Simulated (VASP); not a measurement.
Input of a VASP 6.6.1 run:

The input INCAR:

```
SYSTEM = Sc2GaN3
  PREC = Accurate
  ENCUT = 520
  EDIFF = 1E-7
  ISMEAR = 0
  SIGMA = 0.1
  LREAL = .False.
  LASPH = .True.
  NELM = 100
  ALGO = Normal
  ISIF = 2
  LWAVE = .False.
  LCHARG = .False.
  GGA = PE
  NBANDS = 34
```

The input KPOINTS:

```
Automatic mesh
0
Gamma
  6 6 6
  0 0 0
```

POSCAR

```
Sc2GaN3
1.0
    2.8310142184      1.6344868211      2.8190634780
   -2.8310142184      1.6344868211      2.8190634780
    0.0000000000     -3.2689736422      2.8190634780
Sc Ga N
2 1 3
Direct
    0.1903080323      0.1903080323      0.1903080323
    0.8096919677      0.8096919677      0.8096919677
    0.5000000000      0.5000000000      0.5000000000
    0.0000000000      0.5000000000      0.5000000000
    0.5000000000      0.5000000000      0.0000000000
    0.5000000000      0.0000000000      0.5000000000
```

Potentials or basis: VASP PAW PBE potentials, release 64 (Sc_sv, Ga_d, N).

Run with:

```bash
$ cat potpaw_PBE.64/Sc_sv/POTCAR potpaw_PBE.64/Ga_d/POTCAR potpaw_PBE.64/N/POTCAR > POTCAR
$ mpirun -np 1 vasp_std > vasp.out
```

(1) Estimate the largest force.

(2) What does it give for the pressure?

(3) What does it give for the band gap on the k mesh?

Results:

(1) 0.131 eV/Å.

(2) 0.9 GPa.

(3) zero (bands 25 and 26 overlap by 0.49 eV).

Caveat: semilocal functionals underestimate gaps, and a narrow one can read as zero.
